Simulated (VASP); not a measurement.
Ga3BAs4, 8 atoms in the cell. Symmetry: P-4m2, No. 115, tetragonal system. Conventional cell: a = 3.833 Å, b = 3.833 Å, c = 11.063 Å, α = 90.00°, β = 90.00°, γ = 90.00°. Within 2.9 Å of B (site symmetry -4m2) lie 4 As at 2.22 Å. Within 2.9 Å of As (site symmetry 2mm) lie 2 B at 2.22 Å and 2 Ga at 2.42 Å. As (site symmetry 2mm) has 4 Ga at 2.41 Å within 3.2 Å. Within 3.2 Å of Ga (site symmetry 2mm) lie 4 As at 2.41 to 2.42 Å. Ga (site symmetry -4m2) has 4 As at 2.41 Å within 3.2 Å. 

```yaml
Program: VASP 6.6.1
Task: single point
Functional: PBE
Potentials_or_basis: VASP PAW PBE potentials, release 64 (B, As, Ga_d)
Cutoff: 500 eV
k_mesh: 6 × 6 × 2
Occupations: fermi-dirac, width 0.02 eV
Spin: no spin polarisation
Dipole_correction: no
Further_INCAR_settings: ALGO = Normal; EDIFF = 1e-06; NBANDS = 41
```

Potentials or basis: VASP PAW PBE potentials, release 64 (B, As, Ga_d).

The run is started by

```sh
$ cat potpaw_PBE.64/B/POTCAR potpaw_PBE.64/As/POTCAR potpaw_PBE.64/Ga_d/POTCAR > POTCAR
$ mpirun -np 1 vasp_std > vasp.out
```

Hardware: 1 thread of Intel Xeon 6975P-C (shared host).

Estimate the wall time of this run.

Run time: 2.2 min on 1 thread of Intel Xeon 6975P-C, with other jobs on the host, peak memory 0.3 GiB. Counts: scf iterations 14, k points 20.
